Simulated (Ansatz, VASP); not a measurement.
**LiCl: VASP beside Ansatz**

The input INCAR:

```
SYSTEM = LiCl
PREC = Accurate
ENCUT = 520
EDIFF = 1E-7
ISMEAR = 0
SIGMA = 0.1
LREAL = .False.
LASPH = .True.
NELM = 100
ALGO = Normal
ISIF = 2
LWAVE = .False.
LCHARG = .False.
GGA = PE
NBANDS = 18
```

File KPOINTS:

```
Automatic mesh
0
Gamma
  6 6 2
  0 0 0
```

File POSCAR:

```
LiCl
1.0
    3.2080312236      0.0000000000      0.0000000000
   -1.6040156119      2.7782365358      0.0000000000
    0.0000000000      0.0000000000      8.5341087791
Li Cl
2 2
Direct
    0.3333333333      0.6666666667      0.2500000000
    0.6666666667      0.3333333333      0.7500000000
    0.3333333333      0.6666666667      0.7500000000
    0.6666666667      0.3333333333      0.2500000000
```

Input for Ansatz:

```yaml
crystal:
  lattice:
    - [3.2080312236, 0.0, 0.0]
    - [-1.6040156119, 2.7782365358, 0.0]
    - [0.0, 0.0, 8.5341087791]
  atoms:
    - { symbol: Li, position: [0.3333333333, 0.6666666667, 0.25] }
    - { symbol: Li, position: [0.6666666667, 0.3333333333, 0.75] }
    - { symbol: Cl, position: [0.3333333333, 0.6666666667, 0.75] }
    - { symbol: Cl, position: [0.6666666667, 0.3333333333, 0.25] }
basis:
  ecutwfc: 420
kpoints:
  mp_grid: { grid: [6, 6, 2] }
hamiltonian:
  xc: pbe
scf:
  occupations: { method: gaussian, width: 0.1 }
  lower_state_search: "off"
output:
  forces: true
  stress: true
  eigenvalues: true
```

Alike in both runs: task single point; functional PBE; k mesh 6 × 6 × 2; occupations gaussian, width 0.1 eV; no spin polarisation.

|  | VASP | Ansatz |
| --- | --- | --- |
| version | VASP 6.6.1 | Ansatz 0.2.0 |
| potentials or method | VASP PAW PBE potentials, release 64 (Li_sv, Cl), cutoff 520 eV | scalar-relativistic, plane waves, PAW |
| valence electrons in the cell | 20 | 20 |

```csv
,VASP,Ansatz,Ansatz less VASP
gap on the k mesh at the Fermi level (eV),5.79,5.80,+0.010
least direct gap on the mesh (eV),5.79,5.80,+0.010
```

Noted on VASP's run: the cutoff is under 1.25 times that of the potentials, so the pressure is a little rough.
